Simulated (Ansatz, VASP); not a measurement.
# Two plane-wave programs on Co

```
CELL_PARAMETERS angstrom
2.45642 0.00000 0.00000
-1.22821 2.12732 0.00000
0.00000 0.00000 22.93883
ATOMIC_POSITIONS crystal
Co 0.33333 0.66667 0.32696
Co 0.66667 0.33333 0.41348
Co 0.33333 0.66667 0.50000
Co 0.66667 0.33333 0.58652
Co 0.33333 0.66667 0.67304
```

Alike in both runs: task single point; functional PBEsol; k mesh 15 × 15 × 1; occupations gaussian, width 0.1 eV; collinear spin.

|  | VASP | Ansatz |
| --- | --- | --- |
| version | VASP 6.6.1 | Ansatz 0.2.0 |
| potentials or method | VASP PAW PBE potentials, release 64 (Co), cutoff 520 eV | scalar-relativistic, plane waves, PAW |
| valence electrons in the cell | 45 | 85 |

|  | VASP | Ansatz | Ansatz less VASP |
| --- | --- | --- | --- |
| gap on the k mesh at the Fermi level (eV) | none | none | - |
| rms of the force components (eV/Å) | 0.194 | 0.187 | -0.0071 |
| net moment per atom (μB) | 1.67 | 1.67 | +0.006 |
| size of the moment on the site where the two differ most (μB) | 1.65 | 1.71 | +0.060 |

VASP's potentials were made for PBE, not for PBEsol. Site moments also hang on the region over which each program counts them. Atom by atom the forces differ by 0.012 eV/Å (rms over components). A gap of «none» marks a metal or a gap that the smearing closes. VASP's potentials hold 45 valence electrons a cell and Ansatz's 85, so a difference there can come from the potentials and not from the codes. Ansatz's warnings: xc potential rough in thin density.
